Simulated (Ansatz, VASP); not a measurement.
Al12H in VASP and in Ansatz

The input INCAR:

```
SYSTEM = Al12H
PREC = Accurate ; ENCUT = 520
EDIFF = 1E-6 ; ISMEAR = 0
SIGMA = 0.1 ; LREAL = .False.
LASPH = .True. ; NELM = 150
ALGO = Normal ; ISIF = 2
LWAVE = .False. ; LCHARG = .True.
ISPIN = 2 ; MAGMOM = 0 0 0 0 0 0 0 0 0 0 0 0 1
LORBIT = 11 ; LDIPOL = .True.
IDIPOL = 3 ; DIPOL = 0.5 0.5 0.309
GGA = PE ; LELF = .True.
LVHAR = .True. ; LVACPOTAV = .True.
NBANDS = 34
```

Contents of KPOINTS:

```
regular mesh
0
Gamma
  6 6 1
  0 0 0
```

POSCAR

```
Al12H
1.0
    5.7143028096      0.0000000000      0.0000000000
   -2.8571514048      4.9487313980      0.0000000000
    0.0000000000      0.0000000000     21.6016424764
Al H
12 1
Direct
    0.3333333333      0.1666666667      0.1851711047
    0.3333333333      0.6666666667      0.1851711047
    0.8333333333      0.1666666667      0.1851711047
    0.8333333333      0.6666666667      0.1851711047
    0.1666666667      0.3333333333      0.2916873740
    0.1666666667      0.8333333333      0.2916873740
    0.6666666667      0.3333333333      0.2916873740
    0.6666666667      0.8333333333      0.2916873740
    0.0000000000      0.0000000000      0.3981939098
    0.0000000000      0.5000000000      0.3981939098
    0.5000000000      0.0000000000      0.3981939098
    0.5000000000      0.5000000000      0.3981939098
    0.1666666667     -0.1666666667      0.5171663446
```

Input for Ansatz:

```yaml
crystal:
  lattice:
    - [5.7143028096, 0.0, 0.0]
    - [-2.8571514048, 4.948731398, 0.0]
    - [0.0, 0.0, 21.6016424764]
  atoms:
    - { symbol: Al, position: [0.3333333333, 0.1666666667, 0.1851711047] }
    - { symbol: Al, position: [0.3333333333, 0.6666666667, 0.1851711047] }
    - { symbol: Al, position: [0.8333333333, 0.1666666667, 0.1851711047] }
    - { symbol: Al, position: [0.8333333333, 0.6666666667, 0.1851711047] }
    - { symbol: Al, position: [0.1666666667, 0.3333333333, 0.291687374] }
    - { symbol: Al, position: [0.1666666667, 0.8333333333, 0.291687374] }
    - { symbol: Al, position: [0.6666666667, 0.3333333333, 0.291687374] }
    - { symbol: Al, position: [0.6666666667, 0.8333333333, 0.291687374] }
    - { symbol: Al, position: [0.0, 0.0, 0.3981939098] }
    - { symbol: Al, position: [0.0, 0.5, 0.3981939098] }
    - { symbol: Al, position: [0.5, 0.0, 0.3981939098] }
    - { symbol: Al, position: [0.5, 0.5, 0.3981939098] }
    - { symbol: H, position: [0.1666666667, -0.1666666667, 0.5171663446], spin: 1.0 }
basis:
  ecutwfc: 420
kpoints:
  mp_grid: { grid: [6, 6, 1] }
hamiltonian:
  xc: pbe
scf:
  occupations: { method: gaussian, width: 0.1 }
output:
  forces: true
  eigenvalues: true
  populations: true
magnetization:
  spin_polarized: true
efield:
  axis: 3
  dipole_correction: true
  ramp_width: 0.04
```

Alike in both runs: task single point; functional PBE; k mesh 6 × 6 × 1; occupations gaussian, width 0.1 eV; collinear spin.

```csv
,VASP,Ansatz
version,VASP 6.6.1,Ansatz 0.2.0
potentials or method,"VASP PAW PBE potentials, release 64 (Al, H), cutoff 520 eV","scalar-relativistic, plane waves, PAW"
valence electrons in the cell,37,37
```

|  | VASP | Ansatz | Ansatz less VASP |
| --- | --- | --- | --- |
| gap on the k mesh at the Fermi level (eV) | none | none | - |
| rms of the force components (eV/Å) | 0.161 | 0.162 | +0.0006 |
| net moment per atom (μB) | 0.04 | 0.04 | 0.000 |
| size of the moment on the site where the two differ most (μB) | 0.23 | 0.51 | +0.284 |
| work function, face that differs most (eV) | 5.30 | 5.30 | +0.003 |

Site moments also hang on the region over which each program counts them. Atom by atom the forces differ by 0.001 eV/Å (rms over components). A gap of «none» marks a metal or a gap that the smearing closes. The functional is the same, so the differences come from potentials, cutoffs and numerics.
